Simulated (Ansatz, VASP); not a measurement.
# Ge: VASP beside Ansatz

Contents of INCAR:

```
PREC = Accurate ; ENCUT = 600
EDIFF = 1E-6 ; ISMEAR = 0
SIGMA = 0.1 ; LREAL = False
LASPH = True ; NELM = 80
ALGO = Fast ; ISIF = 3
LWAVE = False ; LCHARG = False
GGA = PE ; IBRION = 2
NSW = 100 ; EDIFFG = -0.01
```

Contents of KPOINTS:

```
regular mesh
0
Gamma
  10 10 4
```

The input POSCAR:

```
Ge
1.0
    4.0395921310      0.0000000000      0.0000000000
    0.0000000000      4.0395921310      0.0000000000
    0.0000000000      0.0000000000     10.4689944514
Ge
6
Direct
    0.0000000000      0.5000000000      0.3851736885
    0.5000000000      0.0000000000      0.1148263115
    0.0000000000      0.5000000000      0.6148263115
    0.5000000000      0.0000000000      0.8851736885
    0.0000000000      0.0000000000      0.7500000000
    0.0000000000      0.0000000000      0.2500000000
```

Input for Ansatz:

```yaml
crystal:
  lattice:
    - [4.039592131, 0.0, 0.0]
    - [0.0, 4.039592131, 0.0]
    - [0.0, 0.0, 10.4689944514]
  atoms:
    - { symbol: Ge, position: [0.0, 0.5, 0.3851736885] }
    - { symbol: Ge, position: [0.5, 0.0, 0.1148263115] }
    - { symbol: Ge, position: [0.0, 0.5, 0.6148263115] }
    - { symbol: Ge, position: [0.5, 0.0, 0.8851736885] }
    - { symbol: Ge, position: [0.0, 0.0, 0.75] }
    - { symbol: Ge, position: [0.0, 0.0, 0.25] }
basis:
  ecutwfc: 420
kpoints:
  mp_grid: { grid: [10, 10, 4] }
hamiltonian:
  xc: pbe
scf:
  occupations: { method: gaussian, width: 0.1 }
output:
  forces: true
  stress: true
  eigenvalues: true
  write_density: true
  write_potential: true
  elf: true
  volumetric_format: npy
relax:
  adjacent_minimum: "off"
  f_tol: 0.01
  max_steps: 80
  cell: { stress_tol: 0.05 }
```

Alike in both runs: task relaxation of cell and atoms; functional PBE; k mesh 10 × 10 × 4; occupations gaussian, width 0.1 eV; no spin polarisation.

|  | VASP | Ansatz |
| --- | --- | --- |
| version | VASP 6.6.1 | Ansatz 0.2.0 |
| potentials or method | VASP PAW PBE potentials, release 64 (Ge_d), cutoff 600 eV | scalar-relativistic, plane waves, PAW |
| valence electrons in the cell | 84 | 84 |

|  | VASP | Ansatz | Ansatz less VASP |
| --- | --- | --- | --- |
| gap on the k mesh at the Fermi level, each at its own relaxed structure (eV) | none | none | - |
| relaxed volume (Å³/atom) | 28.04 | 28.04 | +0.005 |
| relaxed length of the cell vector where the two differ most in proportion (Å) | 10.624 | 10.627 | +0.0028 |

A gap of «none» marks a metal or a gap that the smearing closes.
